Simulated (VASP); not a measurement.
# As (R-3m) in VASP: further runs

The runs below take As through single point, with PBE.

Program: VASP 6.6.1. These are calculated values, not measurements. Logs are shortened: lines on timing, memory, paths and dates and some standing lists are left out, and cuts for length are marked.

## Step 1: The cell of the first run

It takes space group R-3m (No. 166, trigonal). The conventional cell has a = 3.759 Å, b = 3.759 Å, c = 10.457 Å, α = 90.00°, β = 90.00°, γ = 120.00°. Within 3.3 Å of As (site symmetry 3m) lie 6 As at 2.52 to 3.10 Å.

## Step 2: Single point, PBE

INCAR reads:

```
SYSTEM = As
PREC = Accurate
ENCUT = 500
EDIFF = 1E-6
ISMEAR = 0
SIGMA = 0.1
LREAL = .False.
LASPH = .True.
NELM = 120
ALGO = Normal
ISIF = 2
LWAVE = .False.
LCHARG = .False.
GGA = PE
NBANDS = 12
GGA_COMPAT = .False.
```

KPOINTS reads:

```
Automatic mesh
0
Gamma
  6 6 6
  0 0 0
```

POSCAR reads:

```
As
1.0
    1.8797494575      1.0852738553      3.4857700000
   -1.8797494575      1.0852738553      3.4857700000
    0.0000000000     -2.1705477106      3.4857700000
As
2
Direct
    0.5425400000      0.2755400000      0.5885400000
    1.0874600000      0.8204600000      1.1334600000
```

Potentials or basis: VASP PAW PBE potentials, release 64 (As).

Run with:

```bash
$ cat potpaw_PBE.64/As/POTCAR > POTCAR
$ mpirun -np 1 vasp_std > vasp.out
```

OUTCAR:

```text
SYSTEM = As
   PREC = Accurate
   ENCUT = 500
   EDIFF = 1E-6
   ISMEAR = 0
   LREAL = .False.
   LASPH = .True.
   NELM = 120
   ISIF = 2
   GGA = PE

 ion  position               nearest neighbor table
   1  0.543  0.276  0.589-   2 2.52   2 2.52   2 2.52
   2  0.087  0.820  0.133-   1 2.52   1 2.52   1 2.52

  LATTYP: Found a trigonal (rhomboedric) cell.
 ALAT       =     4.1063207202
 COS(alpha) =     0.5808936906

  Lattice vectors:

 A1 = (   1.8797494575,   1.0852738553,   3.4857700000)
 A2 = (  -1.8797494575,   1.0852738553,   3.4857700000)
 A3 = (   0.0000000000,  -2.1705477106,   3.4857700000)

Analysis of symmetry for initial positions (statically):
=====================================================================
 Subroutine PRICEL returns:
 Original cell was already a primitive cell.

 Routine SETGRP: Setting up the symmetry group for a
 trigonal (rhombohedral) supercell.

 Subroutine GETGRP returns: Found 12 space group operations
 (whereof  1 operations were pure point group operations)
 out of a pool of 12 trial point group operations.

The static configuration has the point symmetry C_1 .
 The point group associated with its full space group is D_3d.

Analysis of symmetry for dynamics (positions and initial velocities):
=====================================================================
 Subroutine PRICEL returns:
 Original cell was already a primitive cell.

 Routine SETGRP: Setting up the symmetry group for a
 trigonal (rhombohedral) supercell.

 Subroutine GETGRP returns: Found 12 space group operations
 (whereof  1 operations were pure point group operations)
 out of a pool of 12 trial point group operations.

The dynamic configuration has the point symmetry C_1 .
 The point group associated with its full space group is D_3d.

 Subroutine INISYM returns: Found 12 space group operations
 (whereof  1 operations are pure point group operations),
 and found     1 'primitive' translations

----------------------------------------------------------------------------------------

                                     Primitive cell

  volume of cell :      42.6667

  direct lattice vectors                    reciprocal lattice vectors
     1.879749457  1.085273855  3.485770000     0.265992895  0.153571070  0.095626887
    -1.879749457  1.085273855  3.485770000    -0.265992895  0.153571070  0.095626887
     0.000000000 -2.170547711  3.485770000     0.000000000 -0.307142139  0.095626887

  length of vectors
[... 91 lines left out ...]
   TEBEG  =    0.0;   TEEND  =   0.0 temperature during run
   PSTRESS=    0.0 pullay stress
   NELECT =      10.0000    total number of electrons
   NUPDOWN=      -1.0000    fix difference up-down
   EMIN   =  10.00;   EMAX   =-10.00  energy-range for DOS
   EFERMI =   0.00;   METHOD = LEGACY
   ISMEAR =     0;   SIGMA  =   0.10  broadening in eV -4-tet -1-fermi 0-gaus
   EFERMI_NEDOS =   21; number of points for ismear=-14 and -15
   IALGO  =     38    algorithm
   IMIX   =      4    mixing-type and parameters
     AMIX     =   0.40;   BMIX     =  1.00
     AMIX_MAG =   1.60;   BMIX_MAG =  1.00
  volume/ion in A,a.u.               =      21.33       143.96
  Fermi-wavevector in a.u.,A,eV,Ry     =   1.009358  1.907409 13.861654  1.018803
  Thomas-Fermi vector in A             =   2.142281
   LORBIT       =      0    0 simple, 1 ext, 2 COOP (PROOUT), +10 PAW based schemes
   GGA     = PE    functional components
   LHFCALC =     F    Hartree Fock is set to
   AEXX    =    0.0000 exact exchange contribution
   IVDW    =     0    specifies the selected vdW correction
   LEPSILON=     F    determine dielectric tensor
   LRPA    =     F    only Hartree local field effects (RPA)
 non-spin polarized calculation
 Gauss-broadening in eV      SIGMA  =   0.10
  energy-cutoff  :      500.00
  volume of cell :       42.67
 maximum number of plane-waves:      1099
 NGX is ok and might be reduce to    30
   NGX = 15   NGY = 15   NGZ = 15

 number of electron      10.0000000 magnetization

 Free energy of the ion-electron system (eV)
  ---------------------------------------------------
  ext. energy  EPLUGINS =         0.00000000
  ---------------------------------------------------
  free energy    TOTEN  =        -9.35658241 eV

  energy without entropy =       -9.35501242  energy(sigma->0) =       -9.35579742

 E-fermi :   5.5881     XC(G=0): -10.0185

 val. band max:        5.2535934864   @ k =   0.5000   0.0000   0.0000
 cond. band min:       5.5880995793   @ k =   0.3333   0.1667   0.1667
 fundamental gap:      0.3345060929
 Fermi energy:         5.5880648546

 k-point     1 :       0.0000    0.0000    0.0000
  band No.  band energies     occupation
      1      -9.5276      2.00000
      2      -0.2067      2.00000
      3       3.0133      2.00000
      4       3.5475      2.00000
      5       3.5475      2.00000
      6       7.3337      0.00000
      7       8.5247      0.00000
      8       8.5247      0.00000
      9      12.3373      0.00000
     10      12.3373      0.00000
     11      12.7545      0.00000
     12      14.2467      0.00000
[... 331 lines left out ...]
 k-point    24 :      -0.3333    0.5000    0.1667
  band No.  band energies     occupation
      1      -6.4782      2.00000
      2      -4.6429      2.00000
      3      -0.5761      2.00000
      4       0.4308      2.00000
      5       3.3560      2.00000
      6       7.8271      0.00000
      7       9.4220      0.00000
      8      12.0844      0.00000
      9      12.2471      0.00000
     10      14.2116      0.00000
     11      17.3648      0.00000
     12      18.4545      0.00000

 [... further k-points ...]

------------------------ aborting loop because EDIFF is reached ----------------------------------------

  FORCE on cell =-STRESS in cart. coord.  units (eV):
  Direction    XX          YY          ZZ          XY          YZ          ZX
  --------------------------------------------------------------------------------------
  -------------------------------------------------------------------------------------
  Total        1.1484994      1.1484994      0.7157607      0.0000000      0.0000000      0.0000000
  in kB       43.1272800     43.1272800     26.8775153      0.0000000      0.0000000      0.0000000
  external PRESSURE =      37.7106917 kB  Pullay stress =       0.0000000 kB

 VOLUME and BASIS-vectors are now :
 -----------------------------------------------------------------------------
  energy-cutoff  :      500.00
  volume of cell :       42.67
      direct lattice vectors                 reciprocal lattice vectors
     1.879749457  1.085273855  3.485770000     0.265992895  0.153571070  0.095626887
    -1.879749457  1.085273855  3.485770000    -0.265992895  0.153571070  0.095626887
     0.000000000 -2.170547711  3.485770000     0.000000000 -0.307142139  0.095626887

 POSITION                                       TOTAL-FORCE (eV/Angst)
 -----------------------------------------------------------------------------------
      0.50189     -0.38961      4.90315         0.000000      0.000000      0.163223
     -1.37786      0.69566      3.63001         0.000000     -0.000000     -0.163223
 -----------------------------------------------------------------------------------
    total drift:                               -0.000000     -0.000000     -0.000001

  FREE ENERGIE OF THE ION-ELECTRON SYSTEM (eV)
  ---------------------------------------------------
  free  energy   TOTEN  =        -9.3565824132 eV

  energy  without entropy=       -9.3550124169  energy(sigma->0) =       -9.35579742
```

stdout:

```text
POSCAR found type information on POSCAR As
 POSCAR found :  1 types and       2 ions
 scaLAPACK will be used
 LDA part: xc-table for (Slater+PW92), standard interpolation
 POSCAR, INCAR and KPOINTS ok, starting setup
 FFT: planning ... GRIDC
 FFT: planning ... GRID_SOFT
 FFT: planning ... GRID
 WAVECAR not read
 entering main loop
```

Wall time 16 s (1 thread of Intel Xeon Platinum 8375C at 2.90GHz (Ice Lake), shared host); peak memory 0.16 GiB.

What came out:

```
Free energy            : -9.3566 eV
Pressure               : 3.8 GPa
Largest force          : 0.163 eV/Å
Band gap on the k mesh : zero (band 5 reaches 5.59 eV, above the bottom of band 6 at 5.25 eV)
```

Forces in eV/Å, atoms in the order of the input:
```
As   0.000  0.000  0.163
As   0.000  0.000 -0.163
```

Levels at points of the mesh, in eV from the Fermi level:
| k point | band 3 | band 4 | band 5 | band 6 | band 7 | band 8 |
| --- | --- | --- | --- | --- | --- | --- |
| (0.00, 0.00, 0.00) | -2.57 | -2.04 | -2.04 | 1.75 | 2.94 | 2.94 |
| (0.50, 0.00, 0.00) | -2.80 | -2.77 | -0.39 | -0.33 | 0.24 | 1.22 |
| (0.50, 0.50, 0.00) | -6.12 | -4.32 | -4.18 | 1.48 | 5.47 | 6.80 |
| (0.50, 0.50, 0.50) | -1.76 | -1.76 | -0.59 | 0.66 | 0.66 | 1.76 |

## Step 3: Single point, PBE

INCAR reads:

```
PREC     = Accurate       # precision mode
ENCUT    = 500            # plane-wave cutoff, eV
EDIFF    = 1E-6           # SCF threshold, eV
ISMEAR   = 0              # smearing method
SIGMA    = 0.1            # smearing width, eV
LREAL    = False          # projectors in reciprocal space
LASPH    = True           # aspherical terms in the spheres
NELM     = 120            # most SCF steps
ALGO     = Normal         # electronic algorithm
ISIF     = 2              # what is computed and relaxed
LWAVE    = False          # write WAVECAR
LCHARG   = False          # write CHGCAR
GGA      = PE             # functional
NBANDS   = 12             # bands
NELECT   = 9.5          
GGA_COMPAT= False
```

KPOINTS reads:

```
regular mesh
0
Gamma
  6 6 6
```

POSCAR reads:

```
As
1.0
    1.8797494575      1.0852738553      3.4857700000
   -1.8797494575      1.0852738553      3.4857700000
    0.0000000000     -2.1705477106      3.4857700000
As
2
Direct
    0.2275400000      0.2275400000      0.2275400000
    0.7724600000      0.7724600000      0.7724600000
```

Potentials or basis: VASP PAW PBE potentials, release 64 (As).

Run with:

```bash
$ cat potpaw_PBE.64/As/POTCAR > POTCAR
$ mpirun -np 1 vasp_std > vasp.out
```

Run time: 15 s. Hardware: 1 thread of Intel Xeon Platinum 8375C at 2.90GHz (Ice Lake), shared host; peak memory 0.17 GiB.

The run converged. Its results:

- Free energy: -11.7587 eV
- Largest force: 0.043 eV/Å

Forces on the atoms (eV/Å):
```
As   0.000  0.000  0.043
As   0.000  0.000 -0.043
```

Levels at points of the mesh, in eV from the Fermi level:
| k point | band 3 | band 4 | band 5 | band 6 | band 7 | band 8 |
| --- | --- | --- | --- | --- | --- | --- |
| (0.00, 0.00, 0.00) | -1.35 | -0.84 | -0.84 | 3.01 | 4.18 | 4.18 |
| (0.50, 0.00, 0.00) | -1.57 | -1.54 | 0.81 | 0.96 | 1.54 | 2.48 |
| (0.50, 0.50, 0.00) | -4.83 | -3.06 | -2.93 | 2.87 | 6.66 | 8.04 |
| (0.50, 0.50, 0.50) | -0.54 | -0.54 | 0.67 | 1.92 | 1.92 | 2.94 |

Caveat: the cell carries a net charge on a neutralising background, which shifts energy and pressure; the cell is charged against a uniform background, so pressure and absolute levels hang on convention.
